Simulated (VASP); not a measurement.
A run of VASP 6.6.1 is set up as follows.

File INCAR:

```
SYSTEM = Pd2Au
ALGO = Normal ; EDIFF = 1E-6
ENCUT = 520 ; GGA = PE
ISIF = 2 ; ISMEAR = 0
LASPH = .TRUE. ; LCHARG = .FALSE.
LREAL = .FALSE. ; LWAVE = .FALSE.
NBANDS = 40 ; NELM = 60
PREC = Accurate ; SIGMA = 0.1
```

KPOINTS

```
k-points
0
G
  4 4 4
  0 0 0
```

POSCAR

```
Pd2Au
1.0
    3.8769586471      0.0000000000      0.0000000000
    0.0000000000      3.8769586471      0.0000000000
    0.0000000000      0.0000000000      6.8796883661
Pd Au
4 2
Direct
    0.0000000000      0.0000000000      0.0000000000
    0.5000000000      0.5000000000      0.0000000000
    0.0000000000      0.5000000000      0.2952973344
    0.5000000000      0.0000000000      0.7047026656
    0.0000000000      0.5000000000      0.6872279121
    0.5000000000      0.0000000000      0.3127720879
```

Potentials or basis: VASP PAW PBE potentials, release 64 (Pd, Au).

The run is started by

```console
$ cat potpaw_PBE.64/Pd/POTCAR potpaw_PBE.64/Au/POTCAR > POTCAR
$ mpirun -np 1 vasp_std > vasp.out
```

Question: Predict the pressure.

Answer: -0.2 GPa.

Question: Predict the largest force.

Answer: 0.010 eV/Å.

Question: Predict the band gap on the k mesh.

Answer: Zero (band 31 reaches 9.43 eV, above the bottom of band 32 at 7.50 eV).

Forces on the atoms (eV/Å):
```
Pd   0.000  0.000  0.000
Pd   0.000  0.000  0.000
Pd   0.000  0.000 -0.010
Pd   0.000  0.000  0.010
Au   0.000  0.000 -0.001
Au   0.000  0.000  0.001
```

Caveat: the k points lie up to 0.41 Å⁻¹ apart; spin-orbit coupling is left out, which moves the levels of the heavy elements.
